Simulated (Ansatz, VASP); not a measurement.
## SiO2: VASP beside Ansatz

```
CELL_PARAMETERS angstrom
-2.80590 2.80878 2.34521
2.80590 -2.80878 2.34521
2.80590 2.80878 -2.34521
ATOMIC_POSITIONS crystal
Si 0.25000 0.25000 0.00000
Si 0.75000 0.75000 0.00000
O 0.14731 0.85244 0.99975
O 0.64731 0.64756 0.29486
O 0.35269 0.35244 0.70514
O 0.85269 0.14756 0.00025
```

Alike in both runs: task single point; functional HF; k mesh 4 × 4 × 4; no spin polarisation.

|  | VASP | Ansatz |
| --- | --- | --- |
| version | VASP 6.6.1 | Ansatz 0.2.0 |
| potentials or method | VASP PAW PBE potentials, release 64 (Si, O) | plane waves, PAW |
| plane-wave cutoff (eV) | 520 | 420 |
| occupations | gaussian, width 0.01 eV | fixed |
| valence electrons in the cell | 32 | 32 |

```csv
,VASP,Ansatz,Ansatz less VASP
gap on the k mesh at the Fermi level (eV),15.83,15.79,-0.044
pressure (GPa),-5.7,-5.6,+0.06
"traceless stress, the component that is largest in VASP (GPa)",-0.29,-0.88,-0.582
rms of the force components (eV/Å),0.806,0.822,+0.0163
```

VASP's potentials were made for PBE, not for HF. Atom by atom the forces differ by 0.016 eV/Å (rms over components). Ansatz's warnings: stress exchange threshold loose, stress scf threshold loose.

The k mesh is coarse, so the values compare programs but aren't converged.
